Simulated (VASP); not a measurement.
# In (I4/mmm) in VASP: single point with r2SCAN

Aim: the single point of In with r2SCAN.

Everything below comes from runs of VASP 6.6.1. Logs are shortened: lines on timing, memory, paths and dates and some standing lists are left out, and cuts for length are marked.

## (1) The cell of the first run

Symmetry: I4/mmm, No. 139, tetragonal system. The conventional cell has a = 3.221 Å, b = 3.221 Å, c = 5.047 Å, α = 90.00°, β = 90.00°, γ = 90.00°. Within 4.2 Å of In (site symmetry 4/mmm) lie 12 In at 3.22 to 3.40 Å.

## (2) Single point, r2SCAN

Contents of POSCAR:

```
In
1.0
    3.3990610180      0.0490773386     -0.0000000183
    0.2978015332      3.3863459120     -0.0000000183
   -1.8484312635     -1.7177116141      2.2778922415
In
1
Direct
    0.0000000000      0.0000000000      0.0000000000
```

Contents of INCAR.step1:

```
PREC = Accurate
ENCUT = 520
ISMEAR = -1
SIGMA = 0.02
LREAL = F
LASPH = T
NELM = 60
NBANDS = 12
GGA = PE
ALGO = Normal
EDIFF = 1E-4
LWAVE = T
LCHARG = F
```

Contents of INCAR.step2:

```
PREC = Accurate
ENCUT = 520
EDIFF = 1E-7
ISMEAR = -1
SIGMA = 0.02
LREAL = F
LASPH = T
NELM = 60
ALGO = Normal
ISIF = 2
LWAVE = F
LCHARG = T
METAGGA = R2SCAN
LMIXTAU = T
LELF = T
LVHAR = T
NBANDS = 12
ISTART = 1
```

Contents of KPOINTS:

```
regular mesh
0
Gamma
  18 18 18
```

Potentials or basis: VASP PAW PBE potentials, release 64 (In_d).

On the command line:

```
> cat potpaw_PBE.64/In_d/POTCAR > POTCAR
> cp INCAR.step1 INCAR
> mpirun -np 1 vasp_std > vasp.out
> cp INCAR.step2 INCAR
> mpirun -np 1 vasp_std > vasp.out
```

OUTCAR:

```text
PREC = Accurate
   ENCUT = 520
   EDIFF = 1E-7
   ISMEAR = -1
   LREAL = F
   LASPH = T
   NELM = 60
   ISIF = 2
   METAGGA = R2SCAN
   ISTART = 1

 ion  position               nearest neighbor table
   1  0.000  0.000  0.000-

  LATTYP: Found a body centered tetragonal cell.
 ALAT       =     3.2214260757
 C/A-ratio  =     1.5665964675

  Lattice vectors:

 A1 = (   3.3990610180,   0.0490773386,  -0.0000000183)
 A2 = (   0.2978015332,   3.3863459120,  -0.0000000183)
 A3 = (  -1.8484312635,  -1.7177116141,   2.2778922415)

Analysis of symmetry for initial positions (statically):
=====================================================================
 Subroutine PRICEL returns:
 Original cell was already a primitive cell.

 Routine SETGRP: Setting up the symmetry group for a
 body centered tetragonal supercell.

 Subroutine GETGRP returns: Found 16 space group operations
 (whereof 16 operations were pure point group operations)
 out of a pool of 16 trial point group operations.

The static configuration has the point symmetry D_4h.

Analysis of symmetry for dynamics (positions and initial velocities):
=====================================================================
 Subroutine PRICEL returns:
 Original cell was already a primitive cell.

 Routine SETGRP: Setting up the symmetry group for a
 body centered tetragonal supercell.

 Subroutine GETGRP returns: Found 16 space group operations
 (whereof 16 operations were pure point group operations)
 out of a pool of 16 trial point group operations.

The dynamic configuration has the point symmetry D_4h.

 Subroutine INISYM returns: Found 16 space group operations
 (whereof 16 operations are pure point group operations),
 and found     1 'primitive' translations

----------------------------------------------------------------------------------------

                                     Primitive cell

  volume of cell :      26.1862

  direct lattice vectors                    reciprocal lattice vectors
     3.399061018  0.049077339 -0.000000018     0.294572931 -0.025905288  0.219501165
     0.297801533  3.386345912 -0.000000018    -0.004269160  0.295678998  0.219501165
    -1.848431263 -1.717711614  2.277892242     0.000000002  0.000000002  0.439002333

  length of vectors
     3.399415301  3.399415301  3.399415301     0.368273074  0.368273074  0.439002333

[... 84 lines left out ...]
   ISIF   =      2    stress and relaxation
   ISYM   =      2    0-nonsym 1-usesym 2-fastsym
   POTIM  = 0.5000    time-step for ionic-motion
   TEBEG  =    0.0;   TEEND  =   0.0 temperature during run
   PSTRESS=    0.0 pullay stress
   NELECT =      13.0000    total number of electrons
   NUPDOWN=      -1.0000    fix difference up-down
   EMIN   =  10.00;   EMAX   =-10.00  energy-range for DOS
   EFERMI =   0.00;   METHOD = LEGACY
   ISMEAR =    -1;   SIGMA  =   0.02  broadening in eV -4-tet -1-fermi 0-gaus
   EFERMI_NEDOS =   21; number of points for ismear=-14 and -15
   IALGO  =     38    algorithm
   IMIX   =      4    mixing-type and parameters
     AMIX     =   0.40;   BMIX     =  1.00
     AMIX_MAG =   1.60;   BMIX_MAG =  1.00
  volume/ion in A,a.u.               =      26.19       176.71
  Fermi-wavevector in a.u.,A,eV,Ry     =   1.296280  2.449613 22.862429  1.680341
  Thomas-Fermi vector in A             =   2.427746
   LORBIT       =      0    0 simple, 1 ext, 2 COOP (PROOUT), +10 PAW based schemes
   METAGGA = R2SCAN    functional components
   LHFCALC =     F    Hartree Fock is set to
   AEXX    =    0.0000 exact exchange contribution
   IVDW    =     0    specifies the selected vdW correction
   LEPSILON=     F    determine dielectric tensor
   LRPA    =     F    only Hartree local field effects (RPA)
 non-spin polarized calculation
  energy-cutoff  :      520.00
  volume of cell :       26.19
 maximum number of plane-waves:       721
 NGX is ok and might be reduce to    28
   NGX = 13   NGY = 13   NGZ = 13

 number of electron      13.0000004 magnetization

 Free energy of the ion-electron system (eV)
  ---------------------------------------------------
  ext. energy  EPLUGINS =         0.00000000
  ---------------------------------------------------
  free energy    TOTEN  =       -22.57443164 eV

  energy without entropy =      -22.57418989  energy(sigma->0) =      -22.57431076

 E-fermi :   7.4755     XC(G=0): -11.0723

 val. band max:        7.4555920755   @ k =  -0.4444  -0.4444   0.1667
 cond. band min:       7.5421570844   @ k =   0.5000   0.2222   0.0556
 fundamental gap:      0.0865650089
 Fermi energy:         7.4754650723

 k-point     1 :       0.0000    0.0000    0.0000
  band No.  band energies     occupation
      1      -7.8674      2.00000
      2      -7.7084      2.00000
      3      -7.7084      2.00000
      4      -7.6685      2.00000
      5      -7.5068      2.00000
      6      -2.5574      2.00000
      7      18.6209      0.00000
      8      18.6209      0.00000
      9      18.8856      0.00000
     10      19.7194      0.00000
     11      21.9429      0.00000
     12      22.2634      0.00000
[... 331 lines left out ...]
 k-point    24 :      -0.2222    0.0556    0.0000
  band No.  band energies     occupation
      1      -7.8003      2.00000
      2      -7.7495      2.00000
      3      -7.6628      2.00000
      4      -7.6013      2.00000
      5      -7.5349      2.00000
      6      -1.4954      2.00000
      7      12.4113      0.00000
      8      16.2142      0.00000
      9      17.6807      0.00000
     10      20.0099      0.00000
     11      21.3657      0.00000
     12      22.4987      0.00000

 [... further k-points ...]

------------------------ aborting loop because EDIFF is reached ----------------------------------------

  FORCE on cell =-STRESS in cart. coord.  units (eV):
  Direction    XX          YY          ZZ          XY          YZ          ZX
  --------------------------------------------------------------------------------------
  -------------------------------------------------------------------------------------
  Total        0.0038424      0.0036642      0.0025360      0.0012140     -0.0000000     -0.0000000
  in kB        0.2350963      0.2241906      0.1551644      0.0742792     -0.0000000     -0.0000000
  external PRESSURE =       0.2048171 kB  Pullay stress =       0.0000000 kB

 VOLUME and BASIS-vectors are now :
 -----------------------------------------------------------------------------
  energy-cutoff  :      520.00
  volume of cell :       26.19
      direct lattice vectors                 reciprocal lattice vectors
     3.399061018  0.049077339 -0.000000018     0.294572931 -0.025905288  0.219501165
     0.297801533  3.386345912 -0.000000018    -0.004269160  0.295678998  0.219501165
    -1.848431263 -1.717711614  2.277892242     0.000000002  0.000000002  0.439002333

 POSITION                                       TOTAL-FORCE (eV/Angst)
 -----------------------------------------------------------------------------------
      0.00000      0.00000      0.00000         0.000000     -0.000000      0.000000
 -----------------------------------------------------------------------------------
    total drift:                               -0.000000      0.000000     -0.000000

  FREE ENERGIE OF THE ION-ELECTRON SYSTEM (eV)
  ---------------------------------------------------
  free  energy   TOTEN  =       -22.5744316406 eV

  energy  without entropy=      -22.5741898853  energy(sigma->0) =      -22.57431076
```

It took 12 min on 1 thread of Intel Xeon 8259CL, shared host; peak memory 0.28 GiB.

What came out:

- Free energy: -22.5744 eV
- Pressure: 0.0 GPa
- Band gap on the k mesh: zero (an odd number of electrons rules out a gap without spin polarisation)

Caveat: the PAW data sets were made with another functional, which shifts forces and pressure a little; spin-orbit coupling is left out, which moves the levels of the heavy elements.
